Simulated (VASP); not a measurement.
Input of a VASP 6.6.1 run:

File INCAR:

```
SYSTEM = AgBr
PREC     = Accurate       ! precision mode
ENCUT    = 500            ! plane-wave cutoff, eV
EDIFF    = 1E-7           ! SCF threshold, eV
ISMEAR   = -1             ! smearing method
SIGMA    = 0.02           ! smearing width, eV
LREAL    = .False.        ! projectors in reciprocal space
LASPH    = .True.         ! aspherical terms in the spheres
NELM     = 120            ! most SCF steps
ALGO     = Normal         ! electronic algorithm
ISIF     = 3              ! what is computed and relaxed
LWAVE    = .False.        ! write WAVECAR
LCHARG   = .False.        ! write CHGCAR
GGA      = PS             ! functional
IBRION   = 2              ! ionic algorithm
NSW      = 80             ! ionic steps
EDIFFG   = -0.005         ! ionic threshold
GGA_COMPAT= .False.      
NELMIN   = 4
```

KPOINTS

```
regular mesh
0
Gamma
  8 8 8
  0 0 0
```

Contents of POSCAR:

```
AgBr
1.0
    0.0000000000      2.9200236241      2.9200236241
    2.9200236241      0.0000000000      2.9200236241
    2.9200236241      2.9200236241      0.0000000000
Ag Br
1 1
Direct
    0.0000000000      0.0000000000      0.0000000000
    0.5000000000      0.5000000000      0.5000000000
```

Potentials or basis: VASP PAW PBE potentials, release 64 (Ag, Br).

Launch:

```bash
$ cat potpaw_PBE.64/Ag/POTCAR potpaw_PBE.64/Br/POTCAR > POTCAR
$ mpirun -np 1 vasp_std > vasp.out
```

Q: Estimate the band gap on the k mesh.

A: 0.50 eV (least direct gap 2.58 eV).

Q: What does it give for the relaxed volume?

A: 22.82 Å³/atom.

Q: Estimate the relaxed cell.

A: a = 4.011 Å, b = 4.011 Å, c = 4.011 Å, α = 60.00°, β = 60.00°, γ = 60.00°.

Q: Predict the space group after relaxing (to 0.1 Å).

A: Fm-3m (No. 225).

The path:
| step | energy change (eV) | largest force (eV/Å) | pressure (GPa) | volume (Å³) |
| --- | --- | --- | --- | --- |
| 1 | 0.0000 | 0.0000 | -3.61 | 49.80 |
| 2 | -0.0513 | 0.0000 | -0.26 | 45.86 |
| 3 | -0.0515 | 0.0000 | -0.01 | 45.64 |

Caveat: the PAW data sets were made with another functional, which shifts forces and pressure a little. A k mesh can miss the band edges.
